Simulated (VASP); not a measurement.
# NbN (Fm-3m) in VASP: a series of runs

NbN is run at these levels: PBEsol; tasks: electric field gradients, density of states.

Program: VASP 6.6.1. These are calculated values, not measurements. Logs are shortened: lines on timing, memory, paths and dates and some standing lists are left out, and cuts for length are marked.

### Step 1. The cell of the first run

It takes space group Fm-3m (No. 225, cubic). Conventional cell: a = 4.447 Å, b = 4.447 Å, c = 4.447 Å, α = 90.00°, β = 90.00°, γ = 90.00°. Within 2.9 Å of Nb (site symmetry m-3m) lie 6 N at 2.22 Å. Within 2.9 Å of N (site symmetry m-3m) lie 6 Nb at 2.22 Å.

### Step 2. Electric field gradients, PBEsol (volume scaled by 1.04)

The input, INCAR:

```
SYSTEM = NbN
ALGO = Normal
EDIFF = 1E-8
ENCUT = 520
GGA = PS
GGA_COMPAT = .FALSE.
ISIF = 2
ISMEAR = -1
LASPH = .TRUE.
LCHARG = .FALSE.
LEFG = .TRUE.
LREAL = .FALSE.
LWAVE = .FALSE.
NBANDS = 16
NELM = 120
PREC = Accurate
SIGMA = 0.08
```

The input, KPOINTS:

```
k-points
0
G
  14 14 14
  0 0 0
```

The input, POSCAR:

```
NbN
1.0
    0.0000000000      2.2233783117      2.2233783117
    2.2233783117      0.0000000000      2.2233783117
    2.2233783117      2.2233783117      0.0000000000
Nb N
1 1
Direct
    0.5000000000      0.5000000000      0.5000000000
    0.0000000000      0.0000000000      0.0000000000
```

Potentials or basis: VASP PAW PBE potentials, release 64 (Nb_sv, N).

On the command line:

```bash
$ cat potpaw_PBE.64/Nb_sv/POTCAR potpaw_PBE.64/N/POTCAR > POTCAR
$ mpirun -np 1 vasp_std > vasp.out
```

OUTCAR:

```text
SYSTEM = NbN
   EDIFF = 1E-8
   ENCUT = 520
   GGA = PS
   ISIF = 2
   ISMEAR = -1
   LASPH = .TRUE.
   LREAL = .FALSE.
   NELM = 120
   PREC = Accurate

 ion  position               nearest neighbor table
   1  0.500  0.500  0.500-   2 2.22   2 2.22   2 2.22   2 2.22   2 2.22   2 2.22
   2  0.000  0.000  0.000-   1 2.22   1 2.22   1 2.22   1 2.22   1 2.22   1 2.22

  LATTYP: Found a face centered cubic cell.
 ALAT       =     4.4467566234

  Lattice vectors:

 A1 = (   0.0000000000,   2.2233783117,   2.2233783117)
 A2 = (   2.2233783117,   0.0000000000,   2.2233783117)
 A3 = (   2.2233783117,   2.2233783117,   0.0000000000)

Analysis of symmetry for initial positions (statically):
=====================================================================
 Subroutine PRICEL returns:
 Original cell was already a primitive cell.

 Routine SETGRP: Setting up the symmetry group for a
 face centered cubic supercell.

 Subroutine GETGRP returns: Found 48 space group operations
 (whereof 48 operations were pure point group operations)
 out of a pool of 48 trial point group operations.

The static configuration has the point symmetry O_h .

Analysis of symmetry for dynamics (positions and initial velocities):
=====================================================================
 Subroutine PRICEL returns:
 Original cell was already a primitive cell.

 Routine SETGRP: Setting up the symmetry group for a
 face centered cubic supercell.

 Subroutine GETGRP returns: Found 48 space group operations
 (whereof 48 operations were pure point group operations)
 out of a pool of 48 trial point group operations.

The dynamic configuration has the point symmetry O_h .

 Subroutine INISYM returns: Found 48 space group operations
 (whereof 48 operations are pure point group operations),
 and found     1 'primitive' translations

----------------------------------------------------------------------------------------

                                     Primitive cell

  volume of cell :      21.9821

  direct lattice vectors                    reciprocal lattice vectors
     0.000000000  2.223378312  2.223378312    -0.224883007  0.224883007  0.224883007
     2.223378312  0.000000000  2.223378312     0.224883007 -0.224883007  0.224883007
     2.223378312  2.223378312  0.000000000     0.224883007  0.224883007 -0.224883007

  length of vectors
     3.144331763  3.144331763  3.144331763     0.389508794  0.389508794  0.389508794

  position of ions in fractional coordinates (direct lattice)
     0.500000000  0.500000000  0.500000000
     0.000000000  0.000000000  0.000000000

  ion indices of the primitive-cell ions
   primitive index   ion index
                 1           1
                 2           2

----------------------------------------------------------------------------------------

 KPOINTS: k-points

Automatic generation of k-mesh.
 Grid dimensions read from file:
 generate k-points for:   14   14   14

 Generating k-lattice:

  Cartesian coordinates                     Fractional coordinates (reciprocal lattice)
    -0.016063072  0.016063072  0.016063072     0.071428571  0.000000000  0.000000000
     0.016063072 -0.016063072  0.016063072     0.000000000  0.071428571  0.000000000
     0.016063072  0.016063072 -0.016063072     0.000000000  0.000000000  0.071428571

  Length of vectors
     0.027822057  0.027822057  0.027822057

  Shift w.r.t. Gamma in fractional coordinates (k-lattice)
     0.000000000  0.000000000  0.000000000

 Subroutine IBZKPT returns following result:
 ===========================================

 Found    104 irreducible k-points:

 Following reciprocal coordinates:
            Coordinates               Weight
  0.000000  0.000000  0.000000      1.000000
  0.071429  0.000000  0.000000      8.000000
  0.142857  0.000000  0.000000      8.000000
  0.214286  0.000000  0.000000      8.000000
  0.285714  0.000000  0.000000      8.000000
  0.357143  0.000000  0.000000      8.000000
[... 16 lines left out ...]
  0.214286  0.142857  0.000000     24.000000
  0.285714  0.142857  0.000000     24.000000
 [... further k-points ...]
   k-points           NKPTS =    104   k-points in BZ     NKDIM =    104   number of bands    NBANDS=     16
   number of dos      NEDOS =    301   number of ions     NIONS =      2
   total plane-waves  NPLWV =  13824
   dimension x,y,z NGX =    24 NGY =   24 NGZ =   24
   dimension x,y,z NGXF=    48 NGYF=   48 NGZF=   48
   ions per type =               1   1
   NGX,Y,Z   is equivalent  to a cutoff of  12.69, 12.69, 12.69 a.u.
   NGXF,Y,Z  is equivalent  to a cutoff of  25.38, 25.38, 25.38 a.u.
 SYSTEM =  NbN
   PREC   = accura    normal or accurate (medium, high low for compatibility)
   ISTART =      0    job   : 0-new  1-cont  2-samecut
   ICHARG =      2    charge: 1-file 2-atom 10-const
   ISPIN  =      1    spin polarized calculation?
   LNONCOLLINEAR =      F non collinear calculations
   LSORBIT =      F    spin-orbit coupling
   LASPH  =      T    aspherical Exc in radial PAW
   ENCUT  =  520.0 eV  38.22 Ry    6.18 a.u.   5.85  5.85  5.85*2*pi/ulx,y,z
   NELM   =    120;   NELMIN=  2; NELMDL= -5     # of ELM steps
   EDIFF  = 0.1E-07   stopping-criterion for ELM
   LREAL  =      F    real-space projection
   EDIFFG = 0.1E-06   stopping-criterion for IOM
   NSW    =      0    number of steps for IOM
   IBRION =     -1    ionic relax: 0-MD 1-quasi-New 2-CG
   NFREE  =      0    steps in history (QN), initial steepest desc. (CG)
   ISIF   =      2    stress and relaxation
   ISYM   =      2    0-nonsym 1-usesym 2-fastsym
   POTIM  = 0.5000    time-step for ionic-motion
   TEBEG  =    0.0;   TEEND  =   0.0 temperature during run
   PSTRESS=    0.0 pullay stress
   NELECT =      18.0000    total number of electrons
   NUPDOWN=      -1.0000    fix difference up-down
   EMIN   =  10.00;   EMAX   =-10.00  energy-range for DOS
   EFERMI =   0.00;   METHOD = LEGACY
   ISMEAR =    -1;   SIGMA  =   0.08  broadening in eV -4-tet -1-fermi 0-gaus
   EFERMI_NEDOS =   21; number of points for ismear=-14 and -15
   IALGO  =     38    algorithm
   IMIX   =      4    mixing-type and parameters
     AMIX     =   0.40;   BMIX     =  1.00
     AMIX_MAG =   1.60;   BMIX_MAG =  1.00
  volume/ion in A,a.u.               =      10.99        74.17
  Fermi-wavevector in a.u.,A,eV,Ry     =   1.531589  2.894284 31.916078  2.345766
  Thomas-Fermi vector in A             =   2.638913
   LORBIT       =      0    0 simple, 1 ext, 2 COOP (PROOUT), +10 PAW based schemes
   GGA     = PS    functional components
   LHFCALC =     F    Hartree Fock is set to
   AEXX    =    0.0000 exact exchange contribution
   IVDW    =     0    specifies the selected vdW correction
   LEPSILON=     F    determine dielectric tensor
   LRPA    =     F    only Hartree local field effects (RPA)
 non-spin polarized calculation
  energy-cutoff  :      520.00
  volume of cell :       21.98
 maximum number of plane-waves:       609
   NGX = 11   NGY = 11   NGZ = 11

 number of electron      18.0000003 magnetization

 Free energy of the ion-electron system (eV)
  ---------------------------------------------------
  ext. energy  EPLUGINS =         0.00000000
  ---------------------------------------------------
  free energy    TOTEN  =       -21.86572033 eV

  energy without entropy =      -21.84351339  energy(sigma->0) =      -21.85461686

 E-fermi :  13.2700     XC(G=0): -13.3477

 val. band max:       13.2503316111   @ k =  -0.2857   0.3571   0.1429
 cond. band min:      13.2905880661   @ k =   0.2143   0.1429   0.0000
 fundamental gap:      0.0402564550
 Fermi energy:        13.2700204772

 k-point     1 :       0.0000    0.0000    0.0000
  band No.  band energies     occupation
      1     -43.0229      2.00000
      2     -18.7355      2.00000
      3     -18.7355      2.00000
      4     -18.7355      2.00000
      5      -4.0494      2.00000
      6      10.0678      2.00000
[... 8 lines left out ...]
     15      22.6496      0.00000
     16      35.3624      0.00000

 k-point     2 :       0.0714    0.0000    0.0000
  band No.  band energies     occupation
      1     -43.0172      2.00000
      2     -18.7857      2.00000
      3     -18.7397      2.00000
      4     -18.7397      2.00000
      5      -3.9438      2.00000
      6       9.4790      2.00000
[... 8 lines left out ...]
     15      22.9710      0.00000
     16      34.2639      0.00000
[... 387 lines left out ...]
      5      -3.3048      2.00000
      6       6.8269      2.00000
[... 8 lines left out ...]
     15      25.0994      0.00000
     16      30.4914      0.00000

 k-point    24 :       0.2857    0.1429    0.0000
  band No.  band energies     occupation
      1     -42.9538      2.00000
      2     -19.2041      2.00000
      3     -18.8447      2.00000
      4     -18.8294      2.00000
      5      -2.9514      2.00000
      6       6.2470      2.00000
[... 8 lines left out ...]
     15      25.7355      0.00000
     16      28.9730      0.00000

 [... further k-points ...]
[... 5 lines left out ...]
  --------------------------------------------------------------------------------------
  -------------------------------------------------------------------------------------
  Total       -1.9207780     -1.9207780     -1.9207780     -0.0000000     -0.0000000     -0.0000000
  in kB     -139.9966553   -139.9966553   -139.9966553     -0.0000000     -0.0000000     -0.0000000
  external PRESSURE =    -139.9966553 kB  Pullay stress =       0.0000000 kB

 VOLUME and BASIS-vectors are now :
 -----------------------------------------------------------------------------
  energy-cutoff  :      520.00
  volume of cell :       21.98
      direct lattice vectors                 reciprocal lattice vectors
     0.000000000  2.223378312  2.223378312    -0.224883007  0.224883007  0.224883007
     2.223378312  0.000000000  2.223378312     0.224883007 -0.224883007  0.224883007
     2.223378312  2.223378312  0.000000000     0.224883007  0.224883007 -0.224883007

 POSITION                                       TOTAL-FORCE (eV/Angst)
 -----------------------------------------------------------------------------------
      2.22338      2.22338      2.22338        -0.000000      0.000000     -0.000000
      0.00000      0.00000      0.00000         0.000000     -0.000000      0.000000
 -----------------------------------------------------------------------------------
    total drift:                                0.000000     -0.000000      0.000000

  FREE ENERGIE OF THE ION-ELECTRON SYSTEM (eV)
  ---------------------------------------------------
  free  energy   TOTEN  =       -21.8657203328 eV

  energy  without entropy=      -21.8435133869  energy(sigma->0) =      -21.85461686

 Electric field gradients (V/A^2)
---------------------------------------------------------------------
 ion       V_xx      V_yy      V_zz      V_xy      V_xz      V_yz
---------------------------------------------------------------------
   1      -0.000    -0.000    -0.000     0.000     0.000     0.000
   2      -0.000    -0.000    -0.000     0.001     0.001     0.001
---------------------------------------------------------------------

 Electric field gradients after diagonalization (V/A^2)
 (convention: |V_zz| > |V_xx| > |V_yy|)
----------------------------------------------------------------------
 ion       V_xx      V_yy      V_zz     asymmetry (V_yy - V_xx)/ V_zz
----------------------------------------------------------------------
   1      -0.000    -0.000     0.000       0.000
   2      -0.001    -0.001     0.001       0.000
----------------------------------------------------------------------

           NMR quadrupolar parameters

 Cq : quadrupolar parameter    Cq=e*Q*V_zz/h
 eta: asymmetry parameters     (V_yy - V_xx)/ V_zz
 Q  : nuclear electric quadrupole moment in mb (millibarn)
----------------------------------------------------------------------
 ion       Cq(MHz)       eta       Q (mb)
----------------------------------------------------------------------
   1       0.000       0.000       1.000
   2       0.000       0.000       1.000
----------------------------------------------------------------------
```

Run time: 34 s. Hardware: 1 thread of Intel Xeon Platinum 8375C at 2.90GHz (Ice Lake), shared host; peak memory 0.16 GiB.

Results:

| Property | Result |
| --- | --- |
| Free energy | -21.8657 eV |
| Pressure | -14.0 GPa |
| Band gap on the k mesh | zero (band 9 reaches 14.70 eV, above the bottom of band 10 at 11.35 eV) |

Caveat: without QUAD_EFG the Cq values of the log hold for a quadrupole moment of 1 mb, not for the nuclei; the PAW data sets were made with another functional, which shifts forces and pressure a little.

[end of part 1 of 3]
